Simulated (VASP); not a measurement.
# Zn (Im-3m) in VASP: notebook, part 2 of 2

VASP 6.6.1.

## Step 3: Single point, HSE06

This run uses another cell than the first one, of 15.76 Å³/atom, 1.062 times its volume.

Input file POSCAR:

```
Zn
1.0
   -1.5794282763      1.5794282763      1.5794282763
    1.5794282763     -1.5794282763      1.5794282763
    1.5794282763      1.5794282763     -1.5794282763
Zn
1
Direct
    0.0000000000      0.0000000000      0.0000000000
```

Input file INCAR.step1:

```
PREC = Accurate
ENCUT = 520
EDIFF = 1E-5
ISMEAR = -1
SIGMA = 0.05
LREAL = F
LASPH = T
NELM = 60
ALGO = Normal
ISIF = 2
LWAVE = T
GGA = PE
NBANDS = 12
```

Input file INCAR.step2:

```
PREC = Accurate
ENCUT = 520
EDIFF = 1E-6
ISMEAR = -1
SIGMA = 0.05
LREAL = F
LASPH = T
NELM = 60
ALGO = Normal
ISIF = 2
LWAVE = F
LCHARG = T
GGA = PE
LHFCALC = T
HFSCREEN = 0.2079
PRECFOCK = Normal
LELF = T
LVHAR = T
ISTART = 1
NBANDS = 12
```

Input file KPOINTS:

```
regular mesh
0
Gamma
  8 8 8
```

Potentials or basis: VASP PAW PBE potentials, release 64 (Zn).

Run with:

```console
$ cat potpaw_PBE.64/Zn/POTCAR > POTCAR
$ cp INCAR.step1 INCAR
$ mpirun -np 1 vasp_std > vasp.out
$ cp INCAR.step2 INCAR
$ mpirun -np 1 vasp_std > vasp.out
```

OUTCAR:

```text
PREC = Accurate
   ENCUT = 520
   EDIFF = 1E-6
   ISMEAR = -1
   LREAL = F
   LASPH = T
   NELM = 60
   ISIF = 2
   GGA = PE
   LHFCALC = T
   HFSCREEN = 0.2079
   PRECFOCK = Normal
   ISTART = 1

 ion  position               nearest neighbor table
   1  0.000  0.000  0.000-

  LATTYP: Found a body centered cubic cell.
 ALAT       =     3.1588565526

  Lattice vectors:

 A1 = (  -1.5794282763,   1.5794282763,   1.5794282763)
 A2 = (   1.5794282763,  -1.5794282763,   1.5794282763)
[... 538 lines left out ...]
      4      -6.6888      2.00000
      5      -6.4043      2.00000
      6      -0.8858      2.00000
      7       7.8628      0.00000
      8      10.7864      0.00000
      9      13.4962      0.00000
     10      16.3361      0.00000
     11      23.8954      0.00000
     12      27.2864      0.00000

 [... further k-points ...]
[... 5 lines left out ...]
  --------------------------------------------------------------------------------------
  -------------------------------------------------------------------------------------
  Total       -0.2719835     -0.2719835     -0.2719835      0.0000000      0.0000000     -0.0000000
  in kB      -27.6498885    -27.6498885    -27.6498885      0.0000000      0.0000000     -0.0000000
  external PRESSURE =     -27.6498885 kB  Pullay stress =       0.0000000 kB

 VOLUME and BASIS-vectors are now :
 -----------------------------------------------------------------------------
  energy-cutoff  :      520.00
  volume of cell :       15.76
      direct lattice vectors                 reciprocal lattice vectors
    -1.579428276  1.579428276  1.579428276     0.000000000  0.316570247  0.316570247
     1.579428276 -1.579428276  1.579428276     0.316570247  0.000000000  0.316570247
     1.579428276  1.579428276 -1.579428276     0.316570247  0.316570247  0.000000000

 POSITION                                       TOTAL-FORCE (eV/Angst)
 -----------------------------------------------------------------------------------
      0.00000      0.00000      0.00000        -0.000000      0.000000      0.000000
 -----------------------------------------------------------------------------------
    total drift:                                0.000000     -0.000001     -0.000002

  FREE ENERGIE OF THE ION-ELECTRON SYSTEM (eV)
  ---------------------------------------------------
  free  energy   TOTEN  =        -1.1529809217 eV

  energy  without entropy=       -1.1500006464  energy(sigma->0) =       -1.15149078
```

OUTCAR.step1:

```text
PREC = Accurate
   ENCUT = 520
   EDIFF = 1E-5
   ISMEAR = -1
   LREAL = F
[... 575 lines left out ...]

 POSITION                                       TOTAL-FORCE (eV/Angst)
 -----------------------------------------------------------------------------------
      0.00000      0.00000      0.00000        -0.000000     -0.000000     -0.000000
 -----------------------------------------------------------------------------------
    total drift:                                0.000000     -0.000000      0.000000

  FREE ENERGIE OF THE ION-ELECTRON SYSTEM (eV)
  ---------------------------------------------------
  free  energy   TOTEN  =        -1.0093989031 eV

  energy  without entropy=       -1.0065851432  energy(sigma->0) =       -1.00799202
```

OSZICAR.step1:

```text
N       E                     dE             d eps       ncg     rms          rms(c)
DAV:   1     0.401952420855E+02    0.40195E+02   -0.64265E+03   728   0.151E+03
DAV:   2     0.285685026676E+00   -0.39910E+02   -0.37575E+02   716   0.205E+02
DAV:   3    -0.109687223696E+01   -0.13826E+01   -0.13803E+01   808   0.378E+01
DAV:   4    -0.110038033408E+01   -0.35081E-02   -0.35080E-02   804   0.186E+00
DAV:   5    -0.110038286866E+01   -0.25346E-05   -0.25344E-05   760   0.495E-02    0.259E+00
DAV:   6    -0.101583428884E+01    0.84549E-01   -0.44444E-01   788   0.134E+01    0.203E+00
DAV:   7    -0.101141774679E+01    0.44165E-02   -0.83496E-03   776   0.176E+00    0.102E+00
DAV:   8    -0.100938793592E+01    0.20298E-02   -0.11832E-03   860   0.486E-01    0.419E-02
DAV:   9    -0.100939821776E+01   -0.10282E-04   -0.76224E-05   904   0.112E-01    0.203E-02
DAV:  10    -0.100939890314E+01   -0.68538E-06   -0.42655E-06   500   0.319E-02
   1 F= -.10093989E+01 E0= -.10079920E+01  d E =-.281376E-02
```

Wall time 16 min (1 thread of Intel Xeon Platinum 8488C (Sapphire Rapids), shared host); peak memory 0.24 GiB.

Results:

* Free energy: -1.1530 eV
* Pressure: -2.8 GPa
* Band gap on the k mesh: zero (band 6 reaches 7.62 eV, above the bottom of band 7 at 1.87 eV)

Caveat: the PAW data sets were made with another functional, which shifts forces and pressure a little.

## Step 4: Single point, RPBE

This run uses another cell than the first one, of 15.45 Å³/atom, 1.042 times its volume.

Input file INCAR:

```
SYSTEM = Zn
PREC = Accurate ; ENCUT = 500
EDIFF = 1E-6 ; ISMEAR = 0
SIGMA = 0.1 ; LREAL = .FALSE.
LASPH = .TRUE. ; NELM = 120
ALGO = Normal ; ISIF = 2
LWAVE = .FALSE. ; LCHARG = .FALSE.
GGA = RP ; NBANDS = 12
GGA_COMPAT = .FALSE.
```

Input file KPOINTS:

```
Automatic mesh
0
G
  12 12 12
  0 0 0
```

Input file POSCAR:

```
Zn
1.0
    2.7176518000      0.0000000000      0.0000000000
   -0.9058839331      2.5622266890      0.0000000000
   -0.9058839331     -1.2811133441      2.2189534032
Zn
1
Direct
    0.0000000000      0.0000000000      0.0000000000
```

Run with:

```console
$ cat potpaw_PBE.64/Zn/POTCAR > POTCAR
$ mpirun -np 1 vasp_std > vasp.out
```

It took 8.1 s on 1 thread of Intel Xeon 6975P-C, shared host; peak memory 0.13 GiB.

Results (log left out):

```
Free energy            : -0.6535 eV
Pressure               : 2.8 GPa
Band gap on the k mesh : zero (band 6 reaches 7.44 eV, above the bottom of band 7 at 2.27 eV)
```

Levels at points of the mesh, in eV from the Fermi level:
| k point | band 2 | band 3 | band 4 | band 5 | band 6 | band 7 | band 8 | band 9 | band 10 | band 11 |
| --- | --- | --- | --- | --- | --- | --- | --- | --- | --- | --- |
| (0.00, 0.00, 0.00) | -7.73 | -7.73 | -7.73 | -7.24 | -7.24 | 19.10 | 19.10 | 19.10 | 20.66 | 20.66 |
| (0.50, 0.00, 0.00) | -8.03 | -7.26 | -7.21 | -6.91 | -2.64 | -0.94 | 11.36 | 12.68 | 15.24 | 16.70 |
| (0.50, 0.50, 0.50) | -8.28 | -6.99 | -6.99 | -6.99 | 4.22 | 4.22 | 4.22 | 7.58 | 8.49 | 8.49 |

Caveat: the PAW data sets were made with another functional, which shifts forces and pressure a little.

## Step 5: Overview

| level | cell | k mesh | cutoff (eV) | smearing | grid for exact exchange (PRECFOCK) | screening parameter | gap on the mesh (eV) | pressure (GPa) |
| --- | --- | --- | --- | --- | --- | --- | --- | --- |
| PBE | a = 2.681 Å, angles 109.5°, 1 atom | 12 × 12 × 12 | 520 | fermi-dirac 0.05 eV | - | - | none | 2.7 |
| HSE06 | a = 2.736 Å, angles 109.5°, 1 atom | 8 × 8 × 8 | 520 | fermi-dirac 0.05 eV | Normal | 0.2079 1/Å | none | -2.8 |
| RPBE | a = 2.718 Å, angles 109.5°, 1 atom | 12 × 12 × 12 | 500 | gaussian 0.1 eV | - | - | none | 2.8 |

Alike in all rows: task single point; potentials or basis VASP PAW PBE potentials, release 64 (Zn); no spin polarisation.

Caveats: the PAW data sets were made with another functional, which shifts forces and pressure a little (some runs).

Absolute energies hang on the potentials; compare differences alone.
